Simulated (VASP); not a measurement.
# Si (P6_3/mmc) in VASP: further runs

Si is run at these levels: r2SCAN; tasks: single point.

Everything below comes from runs of VASP 6.6.1. Logs are shortened: lines on timing, memory, paths and dates and some standing lists are left out, and cuts for length are marked.

### Step 1. The cell of the first run

It takes space group P6_3/mmc (No. 194, hexagonal). Conventional cell: a = 2.675 Å, b = 2.675 Å, c = 8.887 Å, α = 90.00°, β = 90.00°, γ = 120.00°. Within 3.5 Å of Si (site symmetry -3m) lie 12 Si at 2.68 to 2.71 Å. Si (site symmetry -6m2) has 12 Si at 2.68 to 2.71 Å within 3.5 Å.

This isn't the form of Si at room conditions, which is diamond.

### Step 2. Single point, r2SCAN

Contents of POSCAR:

```
Si
1.0
    2.6753650607      0.0000000000      0.0000000000
   -1.3376825303      2.3169341069      0.0000000000
    0.0000000000      0.0000000000      8.8870317714
Si
4
Direct
    0.0000000000      1.0000000000      0.0000000000
    0.0000000000      1.0000000000      0.5000000000
    0.3333333333      0.6666666667      0.2500000000
    0.6666666667      0.3333333333      0.7500000000
```

Contents of INCAR.step1:

```
PREC = Accurate
ENCUT = 520
ISMEAR = -1
SIGMA = 0.1
LREAL = F
LASPH = T
NELM = 100
NBANDS = 16
GGA = PE
ALGO = Normal
EDIFF = 1E-4
LWAVE = T
LCHARG = F
```

Contents of INCAR.step2:

```
PREC = Accurate
ENCUT = 520
EDIFF = 1E-6
ISMEAR = -1
SIGMA = 0.1
LREAL = F
LASPH = T
NELM = 100
ALGO = Normal
ISIF = 2
LWAVE = F
LCHARG = F
METAGGA = R2SCAN
LMIXTAU = T
NBANDS = 16
ISTART = 1
```

Contents of KPOINTS:

```
Automatic mesh
0
Gamma
  13 13 4
```

Potentials or basis: VASP PAW PBE potentials, release 64 (Si).

Started as:

```
> cat potpaw_PBE.64/Si/POTCAR > POTCAR
> cp INCAR.step1 INCAR
> mpirun -np 1 vasp_std > vasp.out
> cp INCAR.step2 INCAR
> mpirun -np 1 vasp_std > vasp.out
```

OUTCAR:

```text
PREC = Accurate
   ENCUT = 520
   EDIFF = 1E-6
   ISMEAR = -1
   LREAL = F
   LASPH = T
   NELM = 100
   ISIF = 2
   METAGGA = R2SCAN
   ISTART = 1

 ion  position               nearest neighbor table
   1  0.000  0.000  0.000-   3 2.71   4 2.71   3 2.71   4 2.71   4 2.71   3 2.71
   2  0.000  0.000  0.500-   3 2.71   4 2.71   3 2.71   4 2.71   4 2.71   3 2.71
   3  0.333  0.667  0.250-   1 2.71   2 2.71   1 2.71   2 2.71   1 2.71   2 2.71
   4  0.667  0.333  0.750-   1 2.71   2 2.71   1 2.71   2 2.71   1 2.71   2 2.71

  LATTYP: Found a hexagonal cell.
 ALAT       =     2.6753650607
 C/A-ratio  =     3.3218015373

  Lattice vectors:

 A1 = (   2.6753650607,   0.0000000000,   0.0000000000)
 A2 = (  -1.3376825303,   2.3169341069,   0.0000000000)
 A3 = (   0.0000000000,   0.0000000000,   8.8870317714)

Analysis of symmetry for initial positions (statically):
=====================================================================
 Subroutine PRICEL returns:
 Original cell was already a primitive cell.

 Routine SETGRP: Setting up the symmetry group for a
 hexagonal supercell.

 Subroutine GETGRP returns: Found 24 space group operations
 (whereof 12 operations were pure point group operations)
 out of a pool of 24 trial point group operations.

The static configuration has the point symmetry D_3d.
 The point group associated with its full space group is D_6h.

Analysis of symmetry for dynamics (positions and initial velocities):
=====================================================================
 Subroutine PRICEL returns:
 Original cell was already a primitive cell.

 Routine SETGRP: Setting up the symmetry group for a
 hexagonal supercell.

 Subroutine GETGRP returns: Found 24 space group operations
 (whereof 12 operations were pure point group operations)
 out of a pool of 24 trial point group operations.

The dynamic configuration has the point symmetry D_3d.
 The point group associated with its full space group is D_6h.

 Subroutine INISYM returns: Found 24 space group operations
 (whereof 12 operations are pure point group operations),
 and found     1 'primitive' translations

----------------------------------------------------------------------------------------

                                     Primitive cell

  volume of cell :      55.0876

  direct lattice vectors                    reciprocal lattice vectors
     2.675365061  0.000000000  0.000000000     0.373780765  0.215802425  0.000000000
    -1.337682530  2.316934107  0.000000000     0.000000000  0.431604851  0.000000000
     0.000000000  0.000000000  8.887031771     0.000000000  0.000000000  0.112523509

  length of vectors
     2.675365061  2.675365061  8.887031771     0.431604851  0.431604851  0.112523509

  position of ions in fractional coordinates (direct lattice)
     0.000000000  0.000000000  0.000000000
     0.000000000  0.000000000  0.500000000
     0.333333333  0.666666667  0.250000000
     0.666666667  0.333333333  0.750000000

  ion indices of the primitive-cell ions
   primitive index   ion index
                 1           1
                 2           2
                 3           3
                 4           4

----------------------------------------------------------------------------------------

 KPOINTS: Automatic mesh

Automatic generation of k-mesh.
 Grid dimensions read from file:
 generate k-points for:   13   13    4

 Generating k-lattice:

  Cartesian coordinates                     Fractional coordinates (reciprocal lattice)
     0.028752367  0.016600187  0.000000000     0.076923077 -0.000000000  0.000000000
     0.000000000  0.033200373  0.000000000     0.000000000  0.076923077  0.000000000
     0.000000000  0.000000000  0.028130877     0.000000000  0.000000000  0.250000000

  Length of vectors
     0.033200373  0.033200373  0.028130877

  Shift w.r.t. Gamma in fractional coordinates (k-lattice)
     0.000000000  0.000000000  0.000000000

 Subroutine IBZKPT returns following result:
 ===========================================

 Found     63 irreducible k-points:

 Following reciprocal coordinates:
            Coordinates               Weight
  0.000000  0.000000  0.000000      1.000000
  0.076923  0.000000  0.000000      6.000000
  0.153846 -0.000000  0.000000      6.000000
  0.230769  0.000000  0.000000      6.000000
  0.307692 -0.000000  0.000000      6.000000
  0.384615  0.000000  0.000000      6.000000
[... 16 lines left out ...]
  0.076923  0.000000  0.250000     12.000000
  0.153846 -0.000000  0.250000     12.000000
 [... further k-points ...]
   k-points           NKPTS =     63   k-points in BZ     NKDIM =     63   number of bands    NBANDS=     16
   number of dos      NEDOS =    301   number of ions     NIONS =      4
   total plane-waves  NPLWV =  28000
   dimension x,y,z NGX =    20 NGY =   20 NGZ =   70
   dimension x,y,z NGXF=    40 NGYF=   40 NGZF=  140
   ions per type =               4
[... 38 lines left out ...]
   LHFCALC =     F    Hartree Fock is set to
   AEXX    =    0.0000 exact exchange contribution
   IVDW    =     0    specifies the selected vdW correction
   LEPSILON=     F    determine dielectric tensor
   LRPA    =     F    only Hartree local field effects (RPA)
 non-spin polarized calculation
  energy-cutoff  :      520.00
  volume of cell :       55.09
 maximum number of plane-waves:      1513
 NGX is ok and might be reduce to    20
   NGX =  9   NGY =  9   NGZ = 33

 number of electron      16.0000000 magnetization

 Free energy of the ion-electron system (eV)
  ---------------------------------------------------
  ext. energy  EPLUGINS =         0.00000000
  ---------------------------------------------------
  free energy    TOTEN  =       -32.19905203 eV

  energy without entropy =      -32.15335018  energy(sigma->0) =      -32.17620110

 E-fermi :  10.8377     XC(G=0): -12.1954

 val. band max:       10.8048589360   @ k =   0.2308   0.2308   0.2500
 cond. band min:      10.9718296585   @ k =   0.1538   0.1538   0.2500
 fundamental gap:      0.1669707225
 Fermi energy:        10.8376628373

 k-point     1 :       0.0000    0.0000    0.0000
  band No.  band energies     occupation
      1      -4.9829      2.00000
      2      -3.0389      2.00000
      3      -3.0321      2.00000
      4       2.4500      2.00000
      5       2.9779      2.00000
      6      11.9360      0.00003
[... 8 lines left out ...]
     15      22.7799      0.00000
     16      22.9777      0.00000

 k-point     2 :       0.0769    0.0000    0.0000
  band No.  band energies     occupation
      1      -4.8126      2.00000
      2      -2.8700      2.00000
      3      -2.8633      2.00000
      4       2.6170      2.00000
      5       3.1387      2.00000
      6      12.0813      0.00001
[... 8 lines left out ...]
     15      22.5223      0.00000
     16      22.6603      0.00000

 k-point     3 :       0.1538   -0.0000    0.0000
  band No.  band energies     occupation
      1      -4.3025      2.00000
      2      -2.3641      2.00000
      3      -2.3577      2.00000
      4       3.1162      2.00000
      5       3.6204      2.00000
      6      12.4717      0.00000
[... 8 lines left out ...]
     15      21.0186      0.00000
     16      21.0434      0.00000

 k-point     4 :       0.2308    0.0000    0.0000
  band No.  band energies     occupation
      1      -3.4550      2.00000
      2      -1.5238      2.00000
      3      -1.5181      2.00000
      4       3.9414      2.00000
      5       4.4197      2.00000
      6      11.3566      0.01109
[... 8 lines left out ...]
     15      18.7102      0.00000
     16      19.1032      0.00000
[... 324 lines left out ...]
 k-point    22 :       0.0000    0.0000    0.2500
  band No.  band energies     occupation
      1      -4.8607      2.00000
      2      -3.8853      2.00000
      3      -1.9483      2.00000
      4       0.9166      2.00000
      5       4.7305      2.00000
      6       9.3397      2.00000
[... 8 lines left out ...]
     15      22.2906      0.00000
     16      22.2906      0.00000

 k-point    23 :       0.0769    0.0000    0.2500
  band No.  band energies     occupation
      1      -4.6905      2.00000
      2      -3.7158      2.00000
      3      -1.7802      2.00000
      4       1.0826      2.00000
      5       4.8919      2.00000
      6       9.4939      2.00000
[... 8 lines left out ...]
     15      21.8554      0.00000
     16      22.1598      0.00000

 k-point    24 :       0.1538   -0.0000    0.2500
  band No.  band energies     occupation
      1      -4.1806      2.00000
      2      -3.2081      2.00000
      3      -1.2770      2.00000
      4       1.5793      2.00000
      5       5.3743      2.00000
      6       9.9493      1.99972
[... 8 lines left out ...]
     15      20.2481      0.00000
     16      21.0556      0.00000

 [... further k-points ...]

------------------------ aborting loop because EDIFF is reached ----------------------------------------

  FORCE on cell =-STRESS in cart. coord.  units (eV):
  Direction    XX          YY          ZZ          XY          YZ          ZX
  --------------------------------------------------------------------------------------
  -------------------------------------------------------------------------------------
  Total        0.0154708      0.0154708      0.0104925      0.0000000      0.0000000      0.0000000
  in kB        0.4499559      0.4499559      0.3051654      0.0000000      0.0000000      0.0000000
  external PRESSURE =       0.4016924 kB  Pullay stress =       0.0000000 kB

 VOLUME and BASIS-vectors are now :
 -----------------------------------------------------------------------------
  energy-cutoff  :      520.00
  volume of cell :       55.09
      direct lattice vectors                 reciprocal lattice vectors
     2.675365061  0.000000000  0.000000000     0.373780765  0.215802425  0.000000000
    -1.337682530  2.316934107  0.000000000     0.000000000  0.431604851  0.000000000
     0.000000000  0.000000000  8.887031771     0.000000000  0.000000000  0.112523509

 POSITION                                       TOTAL-FORCE (eV/Angst)
 -----------------------------------------------------------------------------------
      0.00000      0.00000      0.00000         0.000000      0.000000      0.000000
      0.00000      0.00000      4.44352         0.000000      0.000000      0.000000
     -0.00000      1.54462      2.22176        -0.000000      0.000000      0.000000
      1.33768      0.77231      6.66527         0.000000     -0.000000     -0.000000
 -----------------------------------------------------------------------------------
    total drift:                               -0.000000      0.000000     -0.000000

  FREE ENERGIE OF THE ION-ELECTRON SYSTEM (eV)
  ---------------------------------------------------
  free  energy   TOTEN  =       -32.1990520287 eV

  energy  without entropy=      -32.1533501755  energy(sigma->0) =      -32.17620110
```

Run time: 1.7 min. Hardware: 1 thread of Intel Xeon Platinum 8488C (Sapphire Rapids), shared host; peak memory 0.18 GiB.

What came out:

- Free energy: -32.1991 eV
- Pressure: 0.0 GPa
- Band gap on the k mesh: zero (bands 8 and 9 overlap by 13.08 eV)

Caveat: the PAW data sets were made with another functional, which shifts forces and pressure a little.

### Step 3. Single point, r2SCAN (12.12 Å³/atom)

This run uses another cell than the first one, of 12.12 Å³/atom.

Contents of POSCAR:

```
Si
1.0
    2.5637594553      0.0000000000      0.0000000000
   -1.2818797277      2.2202808175      0.0000000000
    0.0000000000      0.0000000000      8.5163001000
Si
4
Direct
    0.0000000000      1.0000000000      0.0000000000
    0.0000000000      1.0000000000      0.5000000000
    0.3333333333      0.6666666667      0.2500000000
    0.6666666667      0.3333333333      0.7500000000
```

Contents of INCAR.step1:

```
SYSTEM = Si
PREC = Accurate
ENCUT = 520
ISMEAR = -1
SIGMA = 0.1
LREAL = .False.
LASPH = .True.
NELM = 100
NBANDS = 16
GGA = PE
ALGO = Normal
EDIFF = 1E-4
LWAVE = .True.
LCHARG = .False.
```

Contents of INCAR.step2:

```
SYSTEM = Si
PREC = Accurate
ENCUT = 520
EDIFF = 1E-6
ISMEAR = -1
SIGMA = 0.1
LREAL = .False.
LASPH = .True.
NELM = 100
ALGO = Normal
ISIF = 2
LWAVE = .False.
LCHARG = .False.
METAGGA = R2SCAN
LMIXTAU = .True.
NBANDS = 16
ISTART = 1
```

Contents of KPOINTS:

```
regular mesh
0
Gamma
  15 15 4
  0 0 0
```

Potentials or basis: VASP PAW PBE potentials, release 64 (Si).

Started as:

```
> cat potpaw_PBE.64/Si/POTCAR > POTCAR
> cp INCAR.step1 INCAR
> mpirun -np 1 vasp_std > vasp.out
> cp INCAR.step2 INCAR
> mpirun -np 1 vasp_std > vasp.out
```

Run time: 1.8 min. Hardware: 1 thread of Intel Xeon Platinum 8488C (Sapphire Rapids), shared host; peak memory 0.19 GiB.

Results (log left out):

```
Free energy            : -31.9134 eV
Pressure               : 15.3 GPa
Band gap on the k mesh : zero (bands 8 and 9 overlap by 14.98 eV)
```

Stress tensor (GPa, compression positive):
```
14.36  0.00  0.00
 0.00 14.36  0.00
 0.00  0.00 17.32
```

Levels at points of the mesh, in eV from the Fermi level:
```tsv
k point	band 5	band 6	band 7	band 8	band 9	band 10	band 11	band 12
(0.00, 0.00, 0.00)	-8.87	1.09	1.09	10.75	10.75	11.13	11.13	12.58
(0.00, 0.00, 0.50)	-4.32	-4.32	7.20	7.20	11.11	11.11	11.11	11.11
```

Caveat: the cell stands under pressure; the PAW data sets were made with another functional, which shifts forces and pressure a little.

### Step 4. Single point, r2SCAN (12.67 Å³/atom)

This run uses another cell than the first one, of 12.67 Å³/atom.

Contents of POSCAR:

```
Si
1.0
    2.6020301641      0.0000000000      0.0000000000
   -1.3010150820      2.2534242235      0.0000000000
    0.0000000000      0.0000000000      8.6434277991
Si
4
Direct
    0.0000000000      1.0000000000      0.0000000000
    0.0000000000      1.0000000000      0.5000000000
    0.3333333333      0.6666666667      0.2500000000
    0.6666666667      0.3333333333      0.7500000000
```

Contents of INCAR.step1:

```
ALGO = Normal ; EDIFF = 1E-4
ENCUT = 520 ; GGA = PE
ISMEAR = -1 ; LASPH = True
LCHARG = False ; LREAL = False
LWAVE = True ; NBANDS = 16
NELM = 100 ; PREC = Accurate
SIGMA = 0.1
```

Contents of INCAR.step2:

```
ALGO = Normal ; EDIFF = 1E-6
ENCUT = 520 ; ISIF = 2
ISMEAR = -1 ; ISTART = 1
LASPH = True ; LCHARG = False
LMIXTAU = True ; LREAL = False
LWAVE = False ; METAGGA = R2SCAN
NBANDS = 16 ; NELM = 100
PREC = Accurate ; SIGMA = 0.1
```

Contents of KPOINTS:

```
k-points
0
Gamma
  15 15 4
```

Started as:

```
> cat potpaw_PBE.64/Si/POTCAR > POTCAR
> cp INCAR.step1 INCAR
> mpirun -np 1 vasp_std > vasp.out
> cp INCAR.step2 INCAR
> mpirun -np 1 vasp_std > vasp.out
```

It took 1.8 min on 1 thread of Intel Xeon Platinum 8488C (Sapphire Rapids), shared host; peak memory 0.19 GiB.

It converged, with:

- Free energy: -32.0785 eV
- Pressure: 8.9 GPa
- Band gap on the k mesh: zero (bands 8 and 9 overlap by 14.64 eV)

Stress tensor (GPa, compression positive):
```
 7.83  0.00  0.00
 0.00  7.83  0.00
 0.00  0.00 11.06
```

Levels at points of the mesh, in eV from the Fermi level:
| k point | band 6 | band 7 | band 8 | band 9 | band 10 | band 11 |
| --- | --- | --- | --- | --- | --- | --- |
| (0.00, 0.00, 0.00) | 1.08 | 1.08 | 10.35 | 10.35 | 10.79 | 10.79 |
| (0.00, 0.00, 0.50) | -4.19 | 7.02 | 7.02 | 10.69 | 10.69 | 10.69 |

Caveat: the cell stands under pressure; the PAW data sets were made with another functional, which shifts forces and pressure a little.

### Step 5. Single point, r2SCAN (13.22 Å³/atom)

This run uses another cell than the first one, of 13.22 Å³/atom.

Contents of POSCAR:

```
Si
1.0
    2.6392070463      0.0000000000      0.0000000000
   -1.3196035232      2.2856203480      0.0000000000
    0.0000000000      0.0000000000      8.7669220239
Si
4
Direct
    0.0000000000      1.0000000000      0.0000000000
    0.0000000000      1.0000000000      0.5000000000
    0.3333333333      0.6666666667      0.2500000000
    0.6666666667      0.3333333333      0.7500000000
```

Contents of INCAR.step1:

```
PREC = Accurate
ENCUT = 520
ISMEAR = -1
SIGMA = 0.1
LREAL = F
LASPH = T
NELM = 100
NBANDS = 16
GGA = PE
ALGO = Normal
EDIFF = 1E-4
LWAVE = T
LCHARG = F
```

Contents of INCAR.step2:

```
PREC = Accurate
ENCUT = 520
EDIFF = 1E-6
ISMEAR = -1
SIGMA = 0.1
LREAL = F
LASPH = T
NELM = 100
ALGO = Normal
ISIF = 2
LWAVE = F
LCHARG = T
METAGGA = R2SCAN
LMIXTAU = T
LELF = T
LVHAR = T
NBANDS = 16
ISTART = 1
```

Contents of KPOINTS:

```
regular mesh
0
Gamma
  15 15 4
```

Started as:

```
> cat potpaw_PBE.64/Si/POTCAR > POTCAR
> cp INCAR.step1 INCAR
> mpirun -np 1 vasp_std > vasp.out
> cp INCAR.step2 INCAR
> mpirun -np 1 vasp_std > vasp.out
```

Wall time 2.2 min (1 thread of Intel Xeon Platinum 8488C (Sapphire Rapids), shared host); peak memory 0.19 GiB.

Results (log left out):

| Quantity | Value |
| --- | --- |
| Free energy | -32.1652 eV |
| Pressure | 3.8 GPa |
| Band gap on the k mesh | zero (bands 8 and 9 overlap by 14.28 eV) |

Stress tensor (GPa, compression positive):
```
2.74 0.00 0.00
0.00 2.74 0.00
0.00 0.00 6.06
```

Levels at points of the mesh, in eV from the Fermi level:
| k point | band 4 | band 5 | band 6 | band 7 | band 8 | band 9 | band 10 | band 11 | band 12 | band 13 |
| --- | --- | --- | --- | --- | --- | --- | --- | --- | --- | --- |
| (0.00, 0.00, 0.00) | -8.56 | -8.21 | 1.07 | 1.07 | 9.97 | 9.97 | 10.46 | 10.46 | 11.53 | 11.53 |
| (0.00, 0.00, 0.50) | -11.81 | -4.07 | -4.07 | 6.86 | 6.86 | 10.29 | 10.29 | 10.29 | 10.29 | 11.24 |

Caveat: the cell stands under pressure; the PAW data sets were made with another functional, which shifts forces and pressure a little.

### Step 6. Summary

| cell | k mesh | gap on the mesh (eV) | pressure (GPa) |
| --- | --- | --- | --- |
| a = 2.675, b = 2.675, c = 8.887 Å, angles 90.0, 90.0, 120.0°, 4 atoms | 13 × 13 × 4 | none | 0.0 |
| a = 2.564, b = 2.564, c = 8.516 Å, angles 90.0, 90.0, 120.0°, 4 atoms | 15 × 15 × 4 | none | 15.3 |
| a = 2.602, b = 2.602, c = 8.643 Å, angles 90.0, 90.0, 120.0°, 4 atoms | 15 × 15 × 4 | none | 8.9 |
| a = 2.639, b = 2.639, c = 8.767 Å, angles 90.0, 90.0, 120.0°, 4 atoms | 15 × 15 × 4 | none | 3.8 |

Alike in all rows: task single point; level r2SCAN; potentials or basis VASP PAW PBE potentials, release 64 (Si); no spin polarisation; cutoff (eV) 520; smearing fermi-dirac 0.1 eV.

Caveats: the PAW data sets were made with another functional, which shifts forces and pressure a little; the cell stands under pressure (at least some runs).

Total energies depend on the potentials used, so only differences within one code and one set of settings carry meaning.

The gap in the log of VASP goes by the Fermi energy; the results here count the filled bands.